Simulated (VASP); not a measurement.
# Zr (P6_3/mmc) in VASP: notebook, part 2 of 2

VASP 6.6.1.

### 3 Single point, PBE (volume scaled by 0.45)

Contents of INCAR:

```
SYSTEM = Zr
PREC = Accurate ; ENCUT = 520
EDIFF = 1E-6 ; ISMEAR = -1
SIGMA = 0.05 ; LREAL = .False.
LASPH = .True. ; NELM = 100
ALGO = Normal ; ISIF = 2
LWAVE = .False. ; LCHARG = .False.
GGA = PE ; NBANDS = 19
```

Contents of KPOINTS:

```
Automatic mesh
0
Gamma
  15 15 8
  0 0 0
```

Contents of POSCAR:

```
Zr
1.0
    2.3871412565      0.0000000000      0.0000000000
   -1.1935706282      2.0673249705      0.0000000000
    0.0000000000      0.0000000000      4.2647780194
Zr
2
Direct
    0.3333333333      0.6666666667      0.2500000000
    0.6666666667      0.3333333333      0.7500000000
```

Potentials or basis: VASP PAW PBE potentials, release 64 (Zr_sv).

Started as:

```console
cat potpaw_PBE.64/Zr_sv/POTCAR > POTCAR
mpirun -np 1 vasp_std > vasp.out
```

OUTCAR:

```text
SYSTEM = Zr
   PREC = Accurate
   ENCUT = 520
   EDIFF = 1E-6
   ISMEAR = -1
   LREAL = .False.
   LASPH = .True.
   NELM = 100
   ISIF = 2
   GGA = PE

 ion  position               nearest neighbor table
   1  0.333  0.667  0.250-   2 2.54   2 2.54   2 2.54   2 2.54   2 2.54   2 2.54   2 3.48   2 3.48
                             2 3.48   2 3.48   2 3.48   2 3.48
   2  0.667  0.333  0.750-   1 2.54   1 2.54   1 2.54   1 2.54   1 2.54   1 2.54   1 3.48   1 3.48
                             1 3.48   1 3.48   1 3.48   1 3.48

  LATTYP: Found a hexagonal cell.
 ALAT       =     2.3871412565
 C/A-ratio  =     1.7865629056

  Lattice vectors:

 A1 = (   2.3871412565,   0.0000000000,   0.0000000000)
 A2 = (  -1.1935706282,   2.0673249705,   0.0000000000)
 A3 = (   0.0000000000,   0.0000000000,   4.2647780194)

Analysis of symmetry for initial positions (statically):
=====================================================================
 Subroutine PRICEL returns:
 Original cell was already a primitive cell.

 Routine SETGRP: Setting up the symmetry group for a
 hexagonal supercell.

 Subroutine GETGRP returns: Found 24 space group operations
 (whereof 12 operations were pure point group operations)
 out of a pool of 24 trial point group operations.

The static configuration has the point symmetry D_3d.
 The point group associated with its full space group is D_6h.

Analysis of symmetry for dynamics (positions and initial velocities):
=====================================================================
 Subroutine PRICEL returns:
 Original cell was already a primitive cell.

 Routine SETGRP: Setting up the symmetry group for a
 hexagonal supercell.

 Subroutine GETGRP returns: Found 24 space group operations
 (whereof 12 operations were pure point group operations)
 out of a pool of 24 trial point group operations.
[... 109 lines left out ...]
   ISYM   =      2    0-nonsym 1-usesym 2-fastsym
   POTIM  = 0.5000    time-step for ionic-motion
   TEBEG  =    0.0;   TEEND  =   0.0 temperature during run
   PSTRESS=    0.0 pullay stress
   NELECT =      24.0000    total number of electrons
   NUPDOWN=      -1.0000    fix difference up-down
   EMIN   =  10.00;   EMAX   =-10.00  energy-range for DOS
   EFERMI =   0.00;   METHOD = LEGACY
   ISMEAR =    -1;   SIGMA  =   0.05  broadening in eV -4-tet -1-fermi 0-gaus
   EFERMI_NEDOS =   21; number of points for ismear=-14 and -15
   IALGO  =     38    algorithm
   IMIX   =      4    mixing-type and parameters
     AMIX     =   0.40;   BMIX     =  1.00
     AMIX_MAG =   1.60;   BMIX_MAG =  1.00
  volume/ion in A,a.u.               =      10.52        71.01
  Fermi-wavevector in a.u.,A,eV,Ry     =   1.710347  3.232087 39.800928  2.925286
  Thomas-Fermi vector in A             =   2.788663
   LORBIT       =      0    0 simple, 1 ext, 2 COOP (PROOUT), +10 PAW based schemes
   GGA     = PE    functional components
   LHFCALC =     F    Hartree Fock is set to
   AEXX    =    0.0000 exact exchange contribution
   IVDW    =     0    specifies the selected vdW correction
   LEPSILON=     F    determine dielectric tensor
   LRPA    =     F    only Hartree local field effects (RPA)
 non-spin polarized calculation
  energy-cutoff  :      520.00
  volume of cell :       21.05
 maximum number of plane-waves:       598
 NGX is ok and might be reduce to    18

 number of electron      24.0000000 magnetization

 Free energy of the ion-electron system (eV)
  ---------------------------------------------------
  ext. energy  EPLUGINS =         0.00000000
  ---------------------------------------------------
  free energy    TOTEN  =        -5.21240851 eV

  energy without entropy =       -5.20661903  energy(sigma->0) =       -5.20951377

 E-fermi :  21.1932     XC(G=0): -15.2925

 val. band max:       21.1774602006   @ k =   0.2000   0.0000   0.1250
 cond. band min:      21.1988605938   @ k =   0.3333   0.1333   0.2500
 fundamental gap:      0.0214003933
 Fermi energy:        21.1931924006

 k-point     1 :       0.0000    0.0000    0.0000
  band No.  band energies     occupation
      1     -29.2069      2.00000
      2     -27.4989      2.00000
      3      -9.6638      2.00000
      4      -2.8088      2.00000
      5      -2.2900      2.00000
      6      -2.2900      2.00000
[... 505 lines left out ...]
      6      -5.7599      2.00000
[... 11 lines left out ...]
     18      30.6610      0.00000
     19      36.0146      0.00000

 [... further k-points ...]
[... 5 lines left out ...]
  --------------------------------------------------------------------------------------
  -------------------------------------------------------------------------------------
  Total       36.0647383     36.0647383     35.9149892      0.0000000      0.0000000      0.0000000
  in kB     2745.4280515   2745.4280514   2734.0284066      0.0000001      0.0000000      0.0000000
  external PRESSURE =    2741.6281698 kB  Pullay stress =       0.0000000 kB

 VOLUME and BASIS-vectors are now :
 -----------------------------------------------------------------------------
  energy-cutoff  :      520.00
  volume of cell :       21.05
      direct lattice vectors                 reciprocal lattice vectors
     2.387141257  0.000000000  0.000000000     0.418911113  0.241858444  0.000000000
    -1.193570628  2.067324971  0.000000000     0.000000000  0.483716887  0.000000000
     0.000000000  0.000000000  4.264778019     0.000000000  0.000000000  0.234478792

 POSITION                                       TOTAL-FORCE (eV/Angst)
 -----------------------------------------------------------------------------------
     -0.00000      1.37822      1.06619         0.000000      0.000000      0.000000
      1.19357      0.68911      3.19858        -0.000000      0.000000      0.000000
 -----------------------------------------------------------------------------------
    total drift:                               -0.000000      0.000000     -0.000000

  FREE ENERGIE OF THE ION-ELECTRON SYSTEM (eV)
  ---------------------------------------------------
  free  energy   TOTEN  =        -5.2124085136 eV

  energy  without entropy=       -5.2066190273  energy(sigma->0) =       -5.20951377
```

OSZICAR:

```text
N       E                     dE             d eps       ncg     rms          rms(c)
DAV:   1     0.250298923260E+03    0.25030E+03   -0.13902E+04  5130   0.138E+03
DAV:   2     0.930086205674E+01   -0.24100E+03   -0.23527E+03  5798   0.415E+02
DAV:   3    -0.470674327796E+01   -0.14008E+02   -0.13583E+02  8688   0.806E+01
DAV:   4    -0.515448932221E+01   -0.44775E+00   -0.44489E+00  5887   0.120E+01
DAV:   5    -0.516346152818E+01   -0.89722E-02   -0.89608E-02  6659   0.135E+00    0.681E+01
DAV:   6    -0.505471247085E+01    0.10875E+00   -0.56918E-01  7709   0.602E+00    0.357E+01
DAV:   7    -0.519833285796E+01   -0.14362E+00   -0.65557E-01  8079   0.530E+00    0.229E+00
DAV:   8    -0.521228535086E+01   -0.13952E-01   -0.70854E-02  5660   0.269E+00    0.663E-01
DAV:   9    -0.521253879573E+01   -0.25344E-03   -0.39275E-03  5885   0.554E-01    0.609E-02
DAV:  10    -0.521241347040E+01    0.12533E-03   -0.16343E-04  5919   0.125E-01    0.574E-02
DAV:  11    -0.521241107991E+01    0.23905E-05   -0.74900E-06  5829   0.158E-02    0.814E-03
DAV:  12    -0.521240855951E+01    0.25204E-05   -0.16092E-06  4016   0.983E-03    0.163E-03
DAV:  13    -0.521240851356E+01    0.45951E-07   -0.17569E-07  2841   0.310E-03
   1 F= -.52124085E+01 E0= -.52095138E+01  d E =-.578949E-02
```

Run time: 45 s. Hardware: 1 thread of Intel Xeon Platinum 8259CL at 2.50GHz (Skylake/Cascade Lake), shared host; peak memory 0.16 GiB.

What came out:

```yaml
Free_energy: -5.2124 eV
Pressure: 274.2 GPa
Band_gap_on_the_k_mesh: zero (band 12 reaches 22.10 eV, above the bottom of band 13 at 20.54 eV)
```

Stress tensor (GPa, compression positive):
```
274.54   0.00   0.00
  0.00 274.54   0.00
  0.00   0.00 273.40
```

Levels at points of the mesh, in eV from the Fermi level:
```
           k point  band 8  band 9  band 10  band 11  band 12  band 13  band 14  band 15  band 16  band 17
(0.00, 0.00, 0.00)  -22.85   -4.33    -3.83    -1.21     0.63     0.63     1.89     1.89     5.22     5.22
(0.00, 0.00, 0.50)  -23.17   -2.98    -2.98     0.74     0.74     0.74     0.74     1.65     1.65     8.51
```

Caveat: the cell differs from its parent crystal (volume scaled by 0.45).

### 4 Single point, PBE (volume scaled by 0.45)

Contents of INCAR:

```
PREC = Accurate
ENCUT = 520
EDIFF = 1E-7
ISMEAR = -1
SIGMA = 0.05
LREAL = False
LASPH = True
NELM = 100
ALGO = Normal
ISIF = 2
LWAVE = False
LCHARG = True
GGA = PE
LELF = True
LVHAR = True
NBANDS = 19
```

Contents of KPOINTS:

```
regular mesh
0
Gamma
  15 15 8
```

POSCAR is that of step 3.

Potentials or basis: VASP PAW PBE potentials, release 64 (Zr_sv).

Started as:

```console
cat potpaw_PBE.64/Zr_sv/POTCAR > POTCAR
mpirun -np 1 vasp_std > vasp.out
```

OUTCAR:

```text
PREC = Accurate
   ENCUT = 520
   EDIFF = 1E-7
   ISMEAR = -1
   LREAL = False
   LASPH = True
   NELM = 100
   ISIF = 2
   GGA = PE

 ion  position               nearest neighbor table
   1  0.333  0.667  0.250-   2 2.54   2 2.54   2 2.54   2 2.54   2 2.54   2 2.54   2 3.48   2 3.48
                             2 3.48   2 3.48   2 3.48   2 3.48
   2  0.667  0.333  0.750-   1 2.54   1 2.54   1 2.54   1 2.54   1 2.54   1 2.54   1 3.48   1 3.48
                             1 3.48   1 3.48   1 3.48   1 3.48

  LATTYP: Found a hexagonal cell.
 ALAT       =     2.3871412565
 C/A-ratio  =     1.7865629056

  Lattice vectors:

 A1 = (   2.3871412565,   0.0000000000,   0.0000000000)
 A2 = (  -1.1935706282,   2.0673249705,   0.0000000000)
 A3 = (   0.0000000000,   0.0000000000,   4.2647780194)

Analysis of symmetry for initial positions (statically):
=====================================================================
 Subroutine PRICEL returns:
 Original cell was already a primitive cell.

 Routine SETGRP: Setting up the symmetry group for a
 hexagonal supercell.

 Subroutine GETGRP returns: Found 24 space group operations
 (whereof 12 operations were pure point group operations)
 out of a pool of 24 trial point group operations.

The static configuration has the point symmetry D_3d.
 The point group associated with its full space group is D_6h.

Analysis of symmetry for dynamics (positions and initial velocities):
=====================================================================
 Subroutine PRICEL returns:
 Original cell was already a primitive cell.

 Routine SETGRP: Setting up the symmetry group for a
 hexagonal supercell.

 Subroutine GETGRP returns: Found 24 space group operations
 (whereof 12 operations were pure point group operations)
 out of a pool of 24 trial point group operations.

The dynamic configuration has the point symmetry D_3d.
 The point group associated with its full space group is D_6h.

 Subroutine INISYM returns: Found 24 space group operations
[... 107 lines left out ...]
   PSTRESS=    0.0 pullay stress
   NELECT =      24.0000    total number of electrons
   NUPDOWN=      -1.0000    fix difference up-down
   EMIN   =  10.00;   EMAX   =-10.00  energy-range for DOS
   EFERMI =   0.00;   METHOD = LEGACY
   ISMEAR =    -1;   SIGMA  =   0.05  broadening in eV -4-tet -1-fermi 0-gaus
   EFERMI_NEDOS =   21; number of points for ismear=-14 and -15
   IALGO  =     38    algorithm
   IMIX   =      4    mixing-type and parameters
     AMIX     =   0.40;   BMIX     =  1.00
     AMIX_MAG =   1.60;   BMIX_MAG =  1.00
  volume/ion in A,a.u.               =      10.52        71.01
  Fermi-wavevector in a.u.,A,eV,Ry     =   1.710347  3.232087 39.800928  2.925286
  Thomas-Fermi vector in A             =   2.788663
   LORBIT       =      0    0 simple, 1 ext, 2 COOP (PROOUT), +10 PAW based schemes
   GGA     = PE    functional components
   LHFCALC =     F    Hartree Fock is set to
   AEXX    =    0.0000 exact exchange contribution
   IVDW    =     0    specifies the selected vdW correction
   LEPSILON=     F    determine dielectric tensor
   LRPA    =     F    only Hartree local field effects (RPA)
 non-spin polarized calculation
  energy-cutoff  :      520.00
  volume of cell :       21.05
 maximum number of plane-waves:       598
 NGX is ok and might be reduce to    18

 number of electron      24.0000000 magnetization

 Free energy of the ion-electron system (eV)
  ---------------------------------------------------
  ext. energy  EPLUGINS =         0.00000000
  ---------------------------------------------------
  free energy    TOTEN  =        -5.21240850 eV

  energy without entropy =       -5.20661902  energy(sigma->0) =       -5.20951376

 E-fermi :  21.1932     XC(G=0): -15.2925

 val. band max:       21.1774641771   @ k =   0.2000   0.0000   0.1250
 cond. band min:      21.1988660449   @ k =   0.3333   0.1333   0.2500
 fundamental gap:      0.0214018678
 Fermi energy:        21.1931956028

 k-point     1 :       0.0000    0.0000    0.0000
  band No.  band energies     occupation
      1     -29.2069      2.00000
      2     -27.4989      2.00000
      3      -9.6638      2.00000
      4      -2.8088      2.00000
      5      -2.2900      2.00000
      6      -2.2900      2.00000
[... 505 lines left out ...]
      6      -5.7599      2.00000
[... 11 lines left out ...]
     18      30.6610      0.00000
     19      36.0146      0.00000

 [... further k-points ...]
[... 5 lines left out ...]
  --------------------------------------------------------------------------------------
  -------------------------------------------------------------------------------------
  Total       36.0651737     36.0651737     35.9154462      0.0000000      0.0000000      0.0000000
  in kB     2745.4612034   2745.4612033   2734.0631927      0.0000001      0.0000000      0.0000000
  external PRESSURE =    2741.6618664 kB  Pullay stress =       0.0000000 kB

 VOLUME and BASIS-vectors are now :
 -----------------------------------------------------------------------------
  energy-cutoff  :      520.00
  volume of cell :       21.05
      direct lattice vectors                 reciprocal lattice vectors
     2.387141257  0.000000000  0.000000000     0.418911113  0.241858444  0.000000000
    -1.193570628  2.067324971  0.000000000     0.000000000  0.483716887  0.000000000
     0.000000000  0.000000000  4.264778019     0.000000000  0.000000000  0.234478792

 POSITION                                       TOTAL-FORCE (eV/Angst)
 -----------------------------------------------------------------------------------
     -0.00000      1.37822      1.06619         0.000000     -0.000000      0.000000
      1.19357      0.68911      3.19858        -0.000000      0.000000      0.000000
 -----------------------------------------------------------------------------------
    total drift:                               -0.000000      0.000000     -0.000000

  FREE ENERGIE OF THE ION-ELECTRON SYSTEM (eV)
  ---------------------------------------------------
  free  energy   TOTEN  =        -5.2124085029 eV

  energy  without entropy=       -5.2066190236  energy(sigma->0) =       -5.20951376
```

It took 44 s on 1 thread of Intel Xeon Platinum 8259CL at 2.50GHz (Skylake/Cascade Lake), shared host; peak memory 0.16 GiB.

What came out:

| Property | Result |
| --- | --- |
| Free energy | -5.2124 eV |
| Pressure | 274.2 GPa |
| Band gap on the k mesh | zero (band 12 reaches 22.10 eV, above the bottom of band 13 at 20.54 eV) |

Stress tensor (GPa, compression positive):
```
274.55   0.00   0.00
  0.00 274.55   0.00
  0.00   0.00 273.41
```

Levels at points of the mesh, in eV from the Fermi level:
```
           k point  band 9  band 10  band 11  band 12  band 13  band 14  band 15  band 16
(0.00, 0.00, 0.00)   -4.33    -3.83    -1.21     0.63     0.63     1.89     1.89     5.22
(0.00, 0.00, 0.50)   -2.98    -2.98     0.74     0.74     0.74     0.74     1.65     1.65
```

Caveat: the cell differs from its parent crystal (volume scaled by 0.45).

### 5 Single point, PBE

This run uses another cell than the first one, of 12.16 Å³/atom, 1.156 times its volume.

Contents of INCAR:

```
PREC = Accurate ; ENCUT = 520
EDIFF = 1E-6 ; ISMEAR = -1
SIGMA = 0.05 ; LREAL = F
LASPH = T ; NELM = 60
ALGO = Normal ; ISIF = 2
LWAVE = F ; LCHARG = F
GGA = PE ; NBANDS = 19
```

Contents of KPOINTS:

```
Automatic mesh
0
Gamma
  15 15 8
```

Contents of POSCAR:

```
Zr
1.0
    2.4992142201      0.0000000000      0.0000000000
   -1.2496071101      2.1643830041      0.0000000000
    0.0000000000      0.0000000000      4.4961058991
Zr
2
Direct
    0.3333333333      0.6666666667      0.2500000000
    0.6666666667      0.3333333333      0.7500000000
```

Started as:

```console
cat potpaw_PBE.64/Zr_sv/POTCAR > POTCAR
mpirun -np 1 vasp_std > vasp.out
```

Run time: 62 s. Hardware: 1 thread of Intel Xeon Platinum 8259CL at 2.50GHz (Skylake/Cascade Lake), shared host; peak memory 0.17 GiB.

Results (log left out):

* Free energy: -9.6657 eV
* Pressure: 171.8 GPa
* Band gap on the k mesh: zero (band 12 reaches 19.23 eV, above the bottom of band 13 at 17.68 eV)

Stress tensor (GPa, compression positive):
```
171.91   0.00   0.00
  0.00 171.91   0.00
  0.00   0.00 171.48
```

Levels at points of the mesh, in eV from the Fermi level:
| k point | band 10 | band 11 | band 12 | band 13 | band 14 | band 15 |
| --- | --- | --- | --- | --- | --- | --- |
| (0.00, 0.00, 0.00) | -4.08 | -0.96 | 0.94 | 0.94 | 1.97 | 1.97 |
| (0.00, 0.00, 0.50) | -3.07 | 0.31 | 0.31 | 1.04 | 1.04 | 1.04 |

### 6 Single point, PBE

Contents of INCAR:

```
SYSTEM = Zr
PREC = Accurate
ENCUT = 520
EDIFF = 1E-6
ISMEAR = -1
SIGMA = 0.05
LREAL = .FALSE.
LASPH = .TRUE.
NELM = 60
ALGO = Normal
ISIF = 2
LWAVE = .FALSE.
LCHARG = .FALSE.
GGA = PE
NBANDS = 19
```

Contents of KPOINTS:

```
Automatic mesh
0
G
  15 15 8
  0 0 0
```

POSCAR is that of step 5.

Potentials or basis: VASP PAW PBE potentials, release 64 (Zr_sv).

Started as:

```console
cat potpaw_PBE.64/Zr_sv/POTCAR > POTCAR
mpirun -np 1 vasp_std > vasp.out
```

Wall time 60 s (1 thread of Intel Xeon Platinum 8259CL at 2.50GHz (Skylake/Cascade Lake), shared host); peak memory 0.17 GiB.

It converged, with:

```yaml
Free_energy: -9.6657 eV
Pressure: 171.8 GPa
Band_gap_on_the_k_mesh: zero (band 12 reaches 19.23 eV, above the bottom of band 13 at 17.68 eV)
```

Stress tensor (GPa, compression positive):
```
171.91   0.00   0.00
  0.00 171.91   0.00
  0.00   0.00 171.48
```

Levels at points of the mesh, in eV from the Fermi level:
```csv
k point,band 10,band 11,band 12,band 13,band 14,band 15
"(0.00, 0.00, 0.00)",-4.08,-0.96,0.94,0.94,1.97,1.97
"(0.00, 0.00, 0.50)",-3.07,0.31,0.31,1.04,1.04,1.04
```
